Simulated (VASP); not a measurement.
# Pd (Fd-3m) in VASP: notebook

Runs on Pd. Level: BLYP. Tasks: single point, relaxation of cell and atoms.

Everything below comes from runs of VASP 6.6.1. Logs are shortened: lines on timing, memory, paths and dates and some standing lists are left out, and cuts for length are marked.

### 1 The cell of the first run

It takes space group Fd-3m (No. 227, cubic). The conventional cell has a = 5.930 Å, b = 5.930 Å, c = 5.930 Å, α = 90.00°, β = 90.00°, γ = 90.00°. Pd (site symmetry -43m) has 4 Pd at 2.57 Å within 3.4 Å.

This isn't the form of Pd at room conditions, which is fcc.

### 2 Single point, BLYP, collinear spin

Contents of INCAR:

```
  AGGAC = 1.0
  AGGAX = 1.0
  ALDAC = 0.0
  ALDAX = 1.0
  ALGO = Normal
  EDIFF = 1E-6
  ENCUT = 500
  GGA = B5
  GGA_COMPAT = False
  ISIF = 2
  ISMEAR = -1
  ISPIN = 2
  LASPH = True
  LCHARG = False
  LMAXMIX = 4
  LORBIT = 11
  LREAL = False
  LWAVE = False
  MAGMOM = 0.5 0.5
  NBANDS = 21
  NELM = 200
  PREC = Accurate
  SIGMA = 0.05
```

Contents of KPOINTS:

```
k-points
0
Gamma
  10 10 10
```

Contents of POSCAR:

```
Pd
1.0
    0.0000000000      2.9648909269      2.9648909269
    2.9648909269      0.0000000000      2.9648909269
    2.9648909269      2.9648909269      0.0000000000
Pd
2
Direct
    0.1250000000      0.1250000000      0.1250000000
    0.8750000000      0.8750000000      0.8750000000
```

Potentials or basis: VASP PAW PBE potentials, release 64 (Pd).

Run with:

```sh
> cat potpaw_PBE.64/Pd/POTCAR > POTCAR
> mpirun -np 1 vasp_std > vasp.out
```

OUTCAR:

```text
EDIFF = 1E-6
   ENCUT = 500
   GGA = B5
   ISIF = 2
   ISMEAR = -1
   ISPIN = 2
   LASPH = True
   LORBIT = 11
   LREAL = False
   NELM = 200
   PREC = Accurate

 ion  position               nearest neighbor table
   1  0.125  0.125  0.125-   2 2.57   2 2.57   2 2.57   2 2.57
   2  0.875  0.875  0.875-   1 2.57   1 2.57   1 2.57   1 2.57

  LATTYP: Found a face centered cubic cell.
 ALAT       =     5.9297818538

  Lattice vectors:

 A1 = (   0.0000000000,   2.9648909269,   2.9648909269)
 A2 = (   2.9648909269,   0.0000000000,   2.9648909269)
 A3 = (   2.9648909269,   2.9648909269,   0.0000000000)

Analysis of symmetry for initial positions (statically):
=====================================================================
 Subroutine PRICEL returns:
 Original cell was already a primitive cell.

 Routine SETGRP: Setting up the symmetry group for a
 face centered cubic supercell.

 Subroutine GETGRP returns: Found 48 space group operations
 (whereof 12 operations were pure point group operations)
 out of a pool of 48 trial point group operations.

The static configuration has the point symmetry D_3d.
 The point group associated with its full space group is O_h .

Analysis of symmetry for dynamics (positions and initial velocities):
=====================================================================
 Subroutine PRICEL returns:
 Original cell was already a primitive cell.

 Routine SETGRP: Setting up the symmetry group for a
 face centered cubic supercell.

 Subroutine GETGRP returns: Found 48 space group operations
 (whereof 12 operations were pure point group operations)
 out of a pool of 48 trial point group operations.

The dynamic configuration has the point symmetry D_3d.
 The point group associated with its full space group is O_h .

Analysis of structural, dynamic, and magnetic symmetry:
=====================================================================
 Subroutine PRICEL returns:
 Original cell was already a primitive cell.

 Routine SETGRP: Setting up the symmetry group for a
 face centered cubic supercell.

 Subroutine GETGRP returns: Found 48 space group operations
 (whereof 12 operations were pure point group operations)
 out of a pool of 48 trial point group operations.

The overall configuration has the point symmetry D_3d.
 The point group associated with its full space group is O_h .

 Subroutine INISYM returns: Found 48 space group operations
 (whereof 12 operations are pure point group operations),
 and found     1 'primitive' translations

----------------------------------------------------------------------------------------

                                     Primitive cell

  volume of cell :      52.1262

  direct lattice vectors                    reciprocal lattice vectors
     0.000000000  2.964890927  2.964890927    -0.168640268  0.168640268  0.168640268
     2.964890927  0.000000000  2.964890927     0.168640268 -0.168640268  0.168640268
     2.964890927  2.964890927  0.000000000     0.168640268  0.168640268 -0.168640268

  length of vectors
     4.192988960  4.192988960  4.192988960     0.292093512  0.292093512  0.292093512

  position of ions in fractional coordinates (direct lattice)
     0.125000000  0.125000000  0.125000000
     0.875000000  0.875000000  0.875000000

  ion indices of the primitive-cell ions
   primitive index   ion index
                 1           1
                 2           2

----------------------------------------------------------------------------------------

 KPOINTS: k-points

Automatic generation of k-mesh.
 Grid dimensions read from file:
 generate k-points for:   10   10   10

 Generating k-lattice:

  Cartesian coordinates                     Fractional coordinates (reciprocal lattice)
    -0.016864027  0.016864027  0.016864027     0.100000000  0.000000000  0.000000000
     0.016864027 -0.016864027  0.016864027     0.000000000  0.100000000  0.000000000
     0.016864027  0.016864027 -0.016864027     0.000000000  0.000000000  0.100000000

  Length of vectors
     0.029209351  0.029209351  0.029209351

  Shift w.r.t. Gamma in fractional coordinates (k-lattice)
     0.000000000  0.000000000  0.000000000

 Subroutine IBZKPT returns following result:
 ===========================================

 Found     47 irreducible k-points:

 Following reciprocal coordinates:
            Coordinates               Weight
  0.000000  0.000000  0.000000      1.000000
  0.100000  0.000000  0.000000      8.000000
  0.200000  0.000000  0.000000      8.000000
  0.300000  0.000000  0.000000      8.000000
  0.400000  0.000000  0.000000      8.000000
  0.500000  0.000000  0.000000      4.000000
[... 16 lines left out ...]
  0.300000  0.300000  0.000000      6.000000
  0.400000  0.300000  0.000000     24.000000
 [... further k-points ...]
   k-points           NKPTS =     47   k-points in BZ     NKDIM =     47   number of bands    NBANDS=     21
   number of dos      NEDOS =    301   number of ions     NIONS =      2
   total plane-waves  NPLWV =  32768
   dimension x,y,z NGX =    32 NGY =   32 NGZ =   32
   dimension x,y,z NGXF=    64 NGYF=   64 NGZF=   64
   ions per type =               2
   NGX,Y,Z   is equivalent  to a cutoff of  12.69, 12.69, 12.69 a.u.
   NGXF,Y,Z  is equivalent  to a cutoff of  25.38, 25.38, 25.38 a.u.
 SYSTEM =  unknown system
   PREC   = accura    normal or accurate (medium, high low for compatibility)
   ISTART =      0    job   : 0-new  1-cont  2-samecut
   ICHARG =      2    charge: 1-file 2-atom 10-const
   ISPIN  =      2    spin polarized calculation?
   LNONCOLLINEAR =      F non collinear calculations
   LSORBIT =      F    spin-orbit coupling
   LASPH  =      T    aspherical Exc in radial PAW
   ENCUT  =  500.0 eV  36.75 Ry    6.06 a.u.   7.64  7.64  7.64*2*pi/ulx,y,z
   NELM   =    200;   NELMIN=  2; NELMDL= -5     # of ELM steps
   EDIFF  = 0.1E-05   stopping-criterion for ELM
   LREAL  =      F    real-space projection
   EDIFFG = 0.1E-04   stopping-criterion for IOM
   NSW    =      0    number of steps for IOM
   IBRION =     -1    ionic relax: 0-MD 1-quasi-New 2-CG
   NFREE  =      0    steps in history (QN), initial steepest desc. (CG)
   ISIF   =      2    stress and relaxation
   ISYM   =      2    0-nonsym 1-usesym 2-fastsym
   POTIM  = 0.5000    time-step for ionic-motion
   TEBEG  =    0.0;   TEEND  =   0.0 temperature during run
   PSTRESS=    0.0 pullay stress
   NELECT =      20.0000    total number of electrons
   NUPDOWN=      -1.0000    fix difference up-down
   EMIN   =  10.00;   EMAX   =-10.00  energy-range for DOS
   EFERMI =   0.00;   METHOD = LEGACY
   ISMEAR =    -1;   SIGMA  =   0.05  broadening in eV -4-tet -1-fermi 0-gaus
   EFERMI_NEDOS =   21; number of points for ismear=-14 and -15
   IALGO  =     38    algorithm
   IMIX   =      4    mixing-type and parameters
     AMIX     =   0.40;   BMIX     =  1.00
     AMIX_MAG =   1.60;   BMIX_MAG =  1.00
  volume/ion in A,a.u.               =      26.06       175.88
  Fermi-wavevector in a.u.,A,eV,Ry     =   1.189596  2.248010 19.254126  1.415138
  Thomas-Fermi vector in A             =   2.325700
   LORBIT       =     11    0 simple, 1 ext, 2 COOP (PROOUT), +10 PAW based schemes
   GGA     = B5    functional components
   LHFCALC =     F    Hartree Fock is set to
   AEXX    =    0.0000 exact exchange contribution
   IVDW    =     0    specifies the selected vdW correction
   LEPSILON=     F    determine dielectric tensor
   LRPA    =     F    only Hartree local field effects (RPA)
 spin polarized calculation
  energy-cutoff  :      500.00
  volume of cell :       52.13
 maximum number of plane-waves:      1363
   NGX = 15   NGY = 15   NGZ = 15

 number of electron      20.0000001 magnetization       0.8761758

 Free energy of the ion-electron system (eV)
  ---------------------------------------------------
  ext. energy  EPLUGINS =         0.00000000
  ---------------------------------------------------
  free energy    TOTEN  =        -7.24303625 eV

  energy without entropy =       -7.20330236  energy(sigma->0) =       -7.22316930

 E-fermi :   3.7576     XC(G=0):  -9.0540

 val. band max:        3.7557436156   @ k =   0.1000   0.1000   0.0000
 cond. band min:       3.7606788757   @ k =  -0.4000   0.2000   0.0000
 fundamental gap:      0.0049352601
 Fermi energy:         3.7576129584

 spin component 1

 k-point     1 :       0.0000    0.0000    0.0000
  band No.  band energies     occupation
      1      -0.3985      1.00000
      2       0.5949      1.00000
      3       0.5949      1.00000
      4       0.6865      1.00000
      5       0.6865      1.00000
      6       0.6865      1.00000
[... 13 lines left out ...]
     20      17.6574      0.00000
     21      17.6574      0.00000
[... 529 lines left out ...]
 k-point    24 :       0.4000    0.3000    0.0000
  band No.  band energies     occupation
      1       0.1590      1.00000
      2       0.5704      1.00000
      3       0.6095      1.00000
      4       0.9903      1.00000
      5       1.2992      1.00000
      6       1.4917      1.00000
[... 13 lines left out ...]
     20      21.9155      0.00000
     21      23.0180      0.00000

 [... further k-points ...]

 spin component 2

 k-point     1 :       0.0000    0.0000    0.0000
  band No.  band energies     occupation
      1      -0.3534      1.00000
      2       0.8399      1.00000
      3       0.8399      1.00000
      4       0.9635      1.00000
      5       0.9635      1.00000
      6       0.9635      1.00000
[... 13 lines left out ...]
     20      17.6901      0.00000
     21      17.6901      0.00000
[... 529 lines left out ...]
 k-point    24 :       0.4000    0.3000    0.0000
  band No.  band energies     occupation
      1       0.4086      1.00000
      2       0.8477      1.00000
      3       0.8970      1.00000
      4       1.2307      1.00000
      5       1.5577      1.00000
      6       1.6257      1.00000
[... 13 lines left out ...]
     20      21.9560      0.00000
     21      23.0800      0.00000

 [... further k-points ...]

------------------------ aborting loop because EDIFF is reached ----------------------------------------

  FORCE on cell =-STRESS in cart. coord.  units (eV):
  Direction    XX          YY          ZZ          XY          YZ          ZX
  --------------------------------------------------------------------------------------
  -------------------------------------------------------------------------------------
  Total        0.0235731      0.0235731      0.0235731     -0.0000000     -0.0000000      0.0000000
  in kB        0.7245547      0.7245547      0.7245547     -0.0000000     -0.0000000      0.0000000
  external PRESSURE =       0.7245547 kB  Pullay stress =       0.0000000 kB

 VOLUME and BASIS-vectors are now :
 -----------------------------------------------------------------------------
  energy-cutoff  :      500.00
  volume of cell :       52.13
      direct lattice vectors                 reciprocal lattice vectors
     0.000000000  2.964890927  2.964890927    -0.168640268  0.168640268  0.168640268
     2.964890927  0.000000000  2.964890927     0.168640268 -0.168640268  0.168640268
     2.964890927  2.964890927  0.000000000     0.168640268  0.168640268 -0.168640268

 POSITION                                       TOTAL-FORCE (eV/Angst)
 -----------------------------------------------------------------------------------
      0.74122      0.74122      0.74122        -0.000000      0.000000     -0.000000
      5.18856      5.18856      5.18856         0.000000     -0.000000      0.000000
 -----------------------------------------------------------------------------------
    total drift:                                0.000000      0.000000     -0.000000

  FREE ENERGIE OF THE ION-ELECTRON SYSTEM (eV)
  ---------------------------------------------------
  free  energy   TOTEN  =        -7.2430362469 eV

  energy  without entropy=       -7.2033023560  energy(sigma->0) =       -7.22316930

 total charge

# of ion       s       p       d       tot
------------------------------------------
    1        0.456   0.246   8.532   9.234
    2        0.456   0.246   8.532   9.234
--------------------------------------------------
tot          0.912   0.492  17.064  18.468

 magnetization (x)

# of ion       s       p       d       tot
------------------------------------------
    1       -0.005  -0.001   0.436   0.430
    2       -0.005  -0.001   0.436   0.430
--------------------------------------------------
tot         -0.009  -0.002   0.872   0.861
```

It took 39 s on 1 thread of Intel Xeon Platinum 8488C (Sapphire Rapids), shared host; peak memory 0.23 GiB.

Results:

```yaml
Free_energy: -7.2430 eV
Pressure: 0.1 GPa
Net_moment: 0.88 μB per cell
Site_moments: Pd +0.43 μB
Valence_electrons_inside_the_program's_atomic_spheres: Pd 9.23
```

Levels at points of the mesh, in eV from the Fermi level:
Spin up:
```tsv
k point	band 7	band 8	band 9	band 10	band 11	band 12	band 13	band 14	band 15	band 16
(0.00, 0.00, 0.00)	-1.40	-1.40	-1.40	-0.37	-0.37	11.02	11.02	11.02	11.48	11.48
(0.50, 0.00, 0.00)	-1.11	-1.11	-0.53	-0.53	0.26	1.02	8.05	8.05	10.73	12.06
(0.50, 0.50, 0.00)	-1.81	-1.81	-0.38	-0.38	1.77	1.77	4.75	4.75	9.23	9.23
```
Spin down:
| k point | band 8 | band 9 | band 10 | band 11 | band 12 | band 13 |
| --- | --- | --- | --- | --- | --- | --- |
| (0.00, 0.00, 0.00) | -1.09 | -1.09 | -0.07 | -0.07 | 11.11 | 11.11 |
| (0.50, 0.00, 0.00) | -0.82 | -0.20 | -0.20 | 0.29 | 1.26 | 8.12 |
| (0.50, 0.50, 0.00) | -1.53 | -0.03 | -0.03 | 1.93 | 1.93 | 4.78 |

Caveat: the PAW data sets were made with another functional, which shifts forces and pressure a little.

### 3 Single point, BLYP, collinear spin (27.11 Å³/atom)

This run uses another cell than the first one, of 27.11 Å³/atom.

Contents of INCAR:

```
SYSTEM = Pd
AGGAC = 1.0 ; AGGAX = 1.0
ALDAC = 0.0 ; ALDAX = 1.0
ALGO = Normal ; EDIFF = 1E-6
ENCUT = 500 ; GGA = B5
GGA_COMPAT = .FALSE. ; ISIF = 2
ISMEAR = -1 ; ISPIN = 2
LASPH = .TRUE. ; LCHARG = .FALSE.
LMAXMIX = 4 ; LORBIT = 11
LREAL = .FALSE. ; LWAVE = .FALSE.
MAGMOM = 0.423 0.423 ; NBANDS = 21
NELM = 200 ; PREC = Accurate
SIGMA = 0.05
```

Contents of KPOINTS:

```
k-points
0
G
  10 10 10
  0 0 0
```

Contents of POSCAR:

```
Pd
1.0
    0.0000000000      3.0039071239      3.0039071239
    3.0039071239      0.0000000000      3.0039071239
    3.0039071239      3.0039071239      0.0000000000
Pd
2
Direct
    0.1250000000      0.1250000000      0.1250000000
    0.8750000000      0.8750000000      0.8750000000
```

Potentials or basis: VASP PAW PBE potentials, release 64 (Pd).

Run with:

```sh
> cat potpaw_PBE.64/Pd/POTCAR > POTCAR
> mpirun -np 1 vasp_std > vasp.out
```

It took 42 s on 1 thread of Intel Xeon Platinum 8488C (Sapphire Rapids), shared host; peak memory 0.24 GiB.

The run converged. Its results:

| Item | Value |
| --- | --- |
| Free energy | -7.2310 eV |
| Pressure | -1.9 GPa |
| Net moment | 0.87 μB per cell |
| Site moments | Pd +0.43 μB |
| Valence electrons inside the program's atomic spheres | Pd 9.19 |

Levels at points of the mesh, in eV from the Fermi level:
Spin up:
| k point | band 7 | band 8 | band 9 | band 10 | band 11 | band 12 | band 13 | band 14 | band 15 | band 16 |
| --- | --- | --- | --- | --- | --- | --- | --- | --- | --- | --- |
| (0.00, 0.00, 0.00) | -1.33 | -1.33 | -1.33 | -0.37 | -0.37 | 10.71 | 10.71 | 10.71 | 11.22 | 11.22 |
| (0.50, 0.00, 0.00) | -1.06 | -1.06 | -0.52 | -0.52 | 0.36 | 0.98 | 7.86 | 7.86 | 10.64 | 11.65 |
| (0.50, 0.50, 0.00) | -1.71 | -1.71 | -0.37 | -0.37 | 1.73 | 1.73 | 4.71 | 4.71 | 9.04 | 9.04 |
Spin down:
```tsv
k point	band 7	band 8	band 9	band 10	band 11	band 12	band 13	band 14
(0.00, 0.00, 0.00)	-1.02	-1.02	-1.02	-0.07	-0.07	10.80	10.80	10.80
(0.50, 0.00, 0.00)	-0.78	-0.78	-0.19	-0.19	0.39	1.21	7.93	7.93
(0.50, 0.50, 0.00)	-1.44	-1.44	-0.03	-0.03	1.89	1.89	4.74	4.74
```

Caveat: the PAW data sets were made with another functional, which shifts forces and pressure a little.

(Continued in part 2 of 2.)
